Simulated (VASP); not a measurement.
Te, 2 atoms in the cell. Symmetry: P6_3/mmc, No. 194, hexagonal system. Conventional cell: a = 3.167 Å, b = 3.167 Å, c = 3.530 Å, α = 90.00°, β = 90.00°, γ = 120.00°. Within 3.4 Å of Te (site symmetry -6m2) lie 12 Te at 2.54 to 3.17 Å. 

| Item | Value |
| --- | --- |
| Program | VASP 6.6.1 |
| Task | relaxation of shape and atoms at fixed volume |
| Functional | PBEsol |
| Potentials or basis | VASP PAW PBE potentials, release 64 (Te) |
| Cutoff | 600 eV |
| k mesh | 14 × 14 × 8 |
| Occupations | fermi-dirac, width 0.08 eV |
| Spin | no spin polarisation |
| Dipole correction | no |
| Further INCAR settings | ALGO = Normal; EDIFF = 1e-07; IBRION = 2; EDIFFG = -0.005; NSW = 50; ISIF = 4 |

Potentials or basis: VASP PAW PBE potentials, release 64 (Te).

The run is started by

```console
$ cat potpaw_PBE.64/Te/POTCAR > POTCAR
$ mpirun -np 1 vasp_std > vasp.out
```

Hardware: 1 thread of Intel(R) Xeon(R) Platinum 8375C CPU @ 2.90GHz (Ice Lake), with other jobs on the host.

Q: How long does it take, and how much memory?

A: It took 110 s on 1 thread of Intel(R) Xeon(R) Platinum 8375C CPU @ 2.90GHz (Ice Lake), with other jobs on the host, peak memory 0.18 GiB. Counts: scf iterations 46, k points 120, ion steps 6.
